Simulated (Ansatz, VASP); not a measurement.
**One calculation of Si2Ni, two programs**

```xyz
12
Lattice="3.8123 0.0000 0.0000 -1.9062 3.3016 0.0000 0.0000 0.0000 25.8946" Properties=species:S:1:pos:R:3 pbc="T T T"
Si    0.0000    0.0000    7.5000
Si    0.0000    2.2010    9.0564
Si    1.9062    1.1005   10.6127
Si    0.0000    0.0000   12.1691
Si    0.0000    2.2010   13.7255
Si    1.9062    1.1005   15.2818
Si    0.0000    0.0000   16.8382
Si    0.0000    2.2010   18.3946
Ni    1.9062    1.1005    8.2782
Ni    0.0000    2.2010   11.3909
Ni    0.0000    0.0000   14.5036
Ni    1.9062    1.1005   17.6164
```

Alike in both runs: task single point; functional PBEsol; k mesh 9 × 9 × 1; occupations gaussian, width 0.1 eV; no spin polarisation.

|  | VASP | Ansatz |
| --- | --- | --- |
| version | VASP 6.6.1 | Ansatz 0.2.0 |
| potentials or method | VASP PAW PBE potentials, release 64 (Si, Ni), cutoff 520 eV | scalar-relativistic, plane waves, PAW |
| valence electrons in the cell | 72 | 104 |

|  | VASP | Ansatz | Ansatz less VASP |
| --- | --- | --- | --- |
| gap on the k mesh at the Fermi level (eV) | none | none | - |
| rms of the force components (eV/Å) | 0.232 | 0.233 | +0.0010 |
| work function, face that differs most (eV) | 4.53 | 4.52 | -0.012 |

VASP's potentials were made for PBE, not for PBEsol. A gap of «none» marks a metal or a gap that the smearing closes. With one functional, cell and mesh, what is left measures potentials, basis and numerics. VASP's potentials hold 72 valence electrons a cell and Ansatz's 104, so a difference there can come from the potentials and not from the codes. Ansatz's warnings: xc potential rough in thin density.
